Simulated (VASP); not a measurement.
Wanted: the native input for a VASP 6.6.1 run.

```yaml
Task: relaxation of cell and atoms
Functional: LDA
Potentials_or_basis: VASP PAW LDA potentials, release 64 (Pt, S)
Cutoff: 600 eV
k_mesh: 8 × 8 × 8
Occupations: fermi-dirac, width 0.02 eV
Spin: no spin polarisation
Dipole_correction: no
Further_INCAR_settings: ALGO = Normal; EDIFF = 1e-06; IBRION = 2; EDIFFG = -0.005; NSW = 80; ISIF = 3
```

The structure of PtS2 lies in POSCAR:

```
PtS2
1.0
   -2.3580389827      2.3580389827      5.9316117940
    2.3580389827     -2.3580389827      5.9316117940
    2.3580389827      2.3580389827     -5.9316117940
Pt S
2 4
Direct
    0.7500000000      0.2500000000      0.5000000000
    0.0000000000      0.0000000000      0.0000000000
    0.5524576075      0.0524576075      0.5000000000
    0.8024576075      0.8024576075      0.0000000000
    0.1975423925      0.1975423925      0.0000000000
    0.9475423925      0.4475423925      0.5000000000
```

The input as run:

INCAR

```
PREC = Accurate
ENCUT = 600
EDIFF = 1E-6
ISMEAR = -1
SIGMA = 0.02
LREAL = F
LASPH = T
NELM = 60
ALGO = Normal
ISIF = 3
LWAVE = F
LCHARG = F
GGA = CA
IBRION = 2
NSW = 80
EDIFFG = -0.005
```

KPOINTS

```
Automatic mesh
0
Gamma
  8 8 8
```

Potentials or basis: VASP PAW LDA potentials, release 64 (Pt, S).

Launch:

```bash
$ cat potpaw_LDA.64/Pt/POTCAR potpaw_LDA.64/S/POTCAR > POTCAR
$ mpirun -np 1 vasp_std > vasp.out
```

Results of the run:

```
Relaxed volume                        : 20.74 Å³/atom
Relaxed cell                          : a = 6.699 Å, b = 6.699 Å, c = 6.699 Å, α = 139.74°, β = 139.74°, γ = 58.25°
Space group after relaxing (to 0.1 Å) : I4_1/amd (No. 141)
Energy gained by relaxing             : 23.3 meV/atom
Ionic steps                           : 9
Pressure after relaxing               : 0.0 GPa
Band gap on the k mesh                : zero (bands 22 and 23 overlap by 0.47 eV)
```

Caveat: spin-orbit coupling is left out, which moves the levels of the heavy elements.

Run time: 51 min on 1 thread of AMD EPYC 7R13, with other jobs on the host, peak memory 0.43 GiB.
